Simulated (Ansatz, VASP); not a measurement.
## Two plane-wave programs on In3Se

```
In Se
1.0
     4.80376    0.00000    0.00000
     0.00000    4.80376    0.00000
     0.00000    0.00000    4.80376
In Se
3 1
Direct
  0.00000 0.50000 0.50000
  0.50000 0.00000 0.50000
  0.50000 0.50000 0.00000
  0.00000 0.00000 0.00000
```

Alike in both runs: task single point; functional PBE; k mesh 10 × 10 × 10; occupations gaussian, width 0.2 eV; no spin polarisation.

|  | VASP | Ansatz |
| --- | --- | --- |
| version | VASP 6.6.1 | Ansatz 0.2.0 |
| potentials or method | VASP PAW PBE potentials, release 64 (In_d, Se), cutoff 520 eV | scalar-relativistic, plane waves, PAW |
| valence electrons in the cell | 45 | 55 |

```csv
,VASP,Ansatz,Ansatz less VASP
gap on the k mesh at the Fermi level (eV),none,none,-
pressure (GPa),-0.3,-0.3,+0.02
```

A gap of «none» marks a metal or a gap that the smearing closes. VASP's potentials hold 45 valence electrons a cell and Ansatz's 55, so a difference there can come from the potentials and not from the codes.
